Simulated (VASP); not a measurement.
# Cd4Te3 in VASP: relaxation of the atoms with PBEsol

Aim: the relaxation of the atoms of Cd4Te3 with PBEsol.

Program: VASP 6.6.1. These are calculated values, not measurements. Logs are shortened: lines on timing, memory, paths and dates and some standing lists are left out, and cuts for length are marked.

## 1. The cell of the first run

The cell holds a slab with vacuum, 7 atoms: a = 4.589 Å, b = 4.589 Å, c = 24.734 Å, α = 90.00°, β = 90.00°, γ = 90.00°.

## 2. Relaxation of the atoms, PBEsol

File INCAR:

```
PREC = Accurate
ENCUT = 520
EDIFF = 1E-6
ISMEAR = 0
SIGMA = 0.05
LREAL = F
LASPH = T
NELM = 60
ALGO = Normal
ISIF = 2
LWAVE = F
LCHARG = F
LDIPOL = T
IDIPOL = 3
DIPOL = 0.5 0.5 0.500
GGA = PS
IBRION = 2
NSW = 80
EDIFFG = -0.02
KPAR = 4
```

File KPOINTS:

```
regular mesh
0
Gamma
  6 6 1
```

File POSCAR:

```
Cd4Te3
1.0
    4.5886584767      0.0000000000      0.0000000000
    0.0000000000      4.5886584767      0.0000000000
    0.0000000000      0.0000000000     24.7340145762
Cd Te
4 3
Direct
    0.5000000000      0.5000000000      0.3032261494
    0.0000000000      0.0000000000      0.4344087165
    0.5000000000      0.5000000000      0.5655912835
    0.0000000000      0.0000000000      0.6967738506
    0.5000000000      0.0000000000      0.3688174330
    0.0000000000      0.5000000000      0.5000000000
    0.5000000000      0.0000000000      0.6311825670
```

Potentials or basis: VASP PAW PBE potentials, release 64 (Cd, Te).

Launch:

```bash
$ cat potpaw_PBE.64/Cd/POTCAR potpaw_PBE.64/Te/POTCAR > POTCAR
$ mpirun -np 4 vasp_std > vasp.out
```

OUTCAR:

```text
PREC = Accurate
   ENCUT = 520
   EDIFF = 1E-6
   ISMEAR = 0
   LREAL = F
   LASPH = T
   NELM = 60
   ISIF = 2
   GGA = PS
   IBRION = 2
   NSW = 80
   EDIFFG = -0.02

 ion  position               nearest neighbor table
   1  0.500  0.500  0.303-   5 2.81   5 2.81
   2  0.000  0.000  0.434-   6 2.81   6 2.81   5 2.81   5 2.81
   3  0.500  0.500  0.566-   6 2.81   6 2.81   7 2.81   7 2.81
   4  0.000  0.000  0.697-   7 2.81   7 2.81
   5  0.500  0.000  0.369-   2 2.81   2 2.81   1 2.81   1 2.81
   6  0.000  0.500  0.500-   2 2.81   3 2.81   2 2.81   3 2.81
   7  0.500  0.000  0.631-   3 2.81   3 2.81   4 2.81   4 2.81

  LATTYP: Found a simple tetragonal cell.
 ALAT       =     4.5886584767
 C/A-ratio  =     5.3902496126

  Lattice vectors:

 A1 = (   4.5886584767,   0.0000000000,   0.0000000000)
 A2 = (   0.0000000000,   4.5886584767,   0.0000000000)
 A3 = (   0.0000000000,   0.0000000000,  24.7340145762)

Analysis of symmetry for initial positions (statically):
=====================================================================
 Subroutine PRICEL returns:
 Original cell was already a primitive cell.

 Routine SETGRP: Setting up the symmetry group for a
 simple tetragonal supercell.

 Subroutine GETGRP returns: Found  8 space group operations
 (whereof  4 operations were pure point group operations)
 out of a pool of 16 trial point group operations.

The static configuration has the point symmetry C_2v.
 The point group associated with its full space group is D_2d.

Analysis of symmetry for dynamics (positions and initial velocities):
=====================================================================
 Subroutine PRICEL returns:
 Original cell was already a primitive cell.

 Routine SETGRP: Setting up the symmetry group for a
 simple tetragonal supercell.

 Subroutine GETGRP returns: Found  8 space group operations
 (whereof  4 operations were pure point group operations)
 out of a pool of 16 trial point group operations.

The dynamic configuration has the point symmetry C_2v.
 The point group associated with its full space group is D_2d.

 Subroutine INISYM returns: Found  8 space group operations
 (whereof  4 operations are pure point group operations),
 and found     1 'primitive' translations

----------------------------------------------------------------------------------------
[... 102 lines left out ...]
   EFERMI =   0.00;   METHOD = LEGACY
   ISMEAR =     0;   SIGMA  =   0.05  broadening in eV -4-tet -1-fermi 0-gaus
   EFERMI_NEDOS =   21; number of points for ismear=-14 and -15
   IALGO  =     38    algorithm
   IMIX   =      4    mixing-type and parameters
     AMIX     =   0.40;   BMIX     =  1.00
     AMIX_MAG =   1.60;   BMIX_MAG =  1.00
  volume/ion in A,a.u.               =      74.40       502.07
  Fermi-wavevector in a.u.,A,eV,Ry     =   0.822307  1.553935  9.200113  0.676189
  Thomas-Fermi vector in A             =   1.933619
   LORBIT       =      0    0 simple, 1 ext, 2 COOP (PROOUT), +10 PAW based schemes
   GGA     = PS    functional components
   LHFCALC =     F    Hartree Fock is set to
   AEXX    =    0.0000 exact exchange contribution
   IVDW    =     0    specifies the selected vdW correction
   LEPSILON=     F    determine dielectric tensor
   LRPA    =     F    only Hartree local field effects (RPA)
 conjugate gradient relaxation of ions
 non-spin polarized calculation
 Gauss-broadening in eV      SIGMA  =   0.05
  energy-cutoff  :      520.00
  volume of cell :      520.79
 maximum number of plane-waves:     14069
 NGX is ok and might be reduce to    36
   NGX = 17   NGY = 17   NGZ = 91

 dipolmoment           0.000000      0.000000     -0.000000 electrons x Angstroem

--------------------------------------- Ionic step        1  -------------------------------------------

 number of electron      65.9999975 magnetization

 Free energy of the ion-electron system (eV)
  ---------------------------------------------------
  ext. energy  EPLUGINS =         0.00000000
  ---------------------------------------------------
  free energy    TOTEN  =       -14.65713878 eV

  energy without entropy =      -14.64852225  energy(sigma->0) =      -14.65283051

------------------------ aborting loop because EDIFF is reached ----------------------------------------

  FORCE on cell =-STRESS in cart. coord.  units (eV):
  Direction    XX          YY          ZZ          XY          YZ          ZX
  --------------------------------------------------------------------------------------
  -------------------------------------------------------------------------------------
  Total        1.1530242      1.1530242      1.5158039      0.0000000      0.0000000      0.0000000
  in kB        3.5471775      3.5471775      4.6632372      0.0000000      0.0000000      0.0000000
  external PRESSURE =       3.9191974 kB  Pullay stress =       0.0000000 kB
[... 274 lines left out ...]
--------------------------------------- Ionic step        8  -------------------------------------------

 number of electron      65.9999985 magnetization

 dipolmoment           0.000000      0.000000      0.000000 electrons x Angstroem

 Free energy of the ion-electron system (eV)
  ---------------------------------------------------
  ext. energy  EPLUGINS =         0.00000000
  ---------------------------------------------------
  free energy    TOTEN  =       -14.68046971 eV

  energy without entropy =      -14.67209643  energy(sigma->0) =      -14.67628307

 E-fermi :  -0.9174     XC(G=0):  -4.6759

 val. band max:       -0.9289407537   @ k =   0.1667   0.1667   0.0000
 cond. band min:      -0.8884137880   @ k =   0.0000   0.0000   0.0000
 fundamental gap:      0.0405269657
 Fermi energy:        -0.9174365878

 k-point     1 :       0.0000    0.0000    0.0000
  band No.  band energies     occupation
      1     -12.8502      2.00000
      2     -12.6656      2.00000
      3     -12.4916      2.00000
      4      -9.9755      2.00000
      5      -9.9755      2.00000
      6      -9.9447      2.00000
[... 409 lines left out ...]
     38       1.3464      0.00000
     39       1.3464      0.00000

------------------------ aborting loop because EDIFF is reached ----------------------------------------

 vacuum level on the upper side and lower side of the slab       (xc-potential included)        -0.006        -0.006

  FORCE on cell =-STRESS in cart. coord.  units (eV):
  Direction    XX          YY          ZZ          XY          YZ          ZX
  --------------------------------------------------------------------------------------
  -------------------------------------------------------------------------------------
  Total        0.0476001      0.0476001      0.0292060      0.0000000      0.0000000      0.0000000
  in kB        0.1464374      0.1464374      0.0898497      0.0000000      0.0000000      0.0000000
  external PRESSURE =       0.1275749 kB  Pullay stress =       0.0000000 kB
[... 22 lines left out ...]
  FREE ENERGIE OF THE ION-ELECTRON SYSTEM (eV)
  ---------------------------------------------------
  free  energy   TOTEN  =       -14.6804697126 eV

  energy  without entropy=      -14.6720964314  energy(sigma->0) =      -14.67628307

 reached required accuracy - stopping structural energy minimisation

 vacuum level on the upper side and lower side of the slab         3.144         3.144
```

Wall time 7 min (4 MPI ranks of Intel Xeon Platinum 8375C at 2.90GHz (Ice Lake), shared host); peak memory 0.7 GiB.

What came out:

```
Free energy                  : -14.6805 eV
Energy gained by relaxing    : 3.3 meV/atom
Ionic steps                  : 8
Largest force after relaxing : 0.005 eV/Å
Band gap on the k mesh       : zero (bands 33 and 34 overlap by 0.40 eV)
```

Forces on the atoms (eV/Å):
```
Cd   0.000  0.000 -0.002
Cd   0.000  0.000 -0.005
Cd   0.000  0.000  0.005
Cd   0.000  0.000  0.002
Te   0.000  0.000  0.002
Te   0.000  0.000  0.000
Te   0.000  0.000 -0.002
```

Step by step:
```csv
step,energy change (eV),largest force (eV/Å),pressure (GPa)
1,0.0000,0.2156,0.39
2,-0.0050,0.1768,0.36
3,-0.0131,0.0678,0.27
4,-0.0136,0.0805,0.25
5,-0.0152,0.0665,0.23
6,-0.0189,0.0566,0.17
7,-0.0219,0.0784,0.05
8,-0.0233,0.0048,0.01
```

Final structure:
```
Cd Te
1.0
     4.58866    0.00000    0.00000
     0.00000    4.58866    0.00000
     0.00000    0.00000   24.73401
Cd Te
4 3
Direct
  0.50000 0.50000 0.29822
  0.00000 0.00000 0.43387
  0.50000 0.50000 0.56613
  0.00000 0.00000 0.70178
  0.50000 0.00000 0.36655
  0.00000 0.50000 0.50000
  0.50000 0.00000 0.63345
```

Levels at points of the mesh, in eV from the Fermi level:
```tsv
k point	band 31	band 32	band 33	band 34	band 35	band 36
(0.00, 0.00, 0.00)	-1.23	-1.23	-1.15	0.03	1.45	1.86
(0.50, 0.00, 0.00)	-1.63	-1.58	-0.33	-0.01	0.85	1.44
(0.50, 0.50, 0.00)	-2.90	-2.77	0.24	0.24	0.98	1.27
```

Caveat: the PAW data sets were made with another functional, which shifts forces and pressure a little; spin-orbit coupling is left out, which moves the levels of the heavy elements.
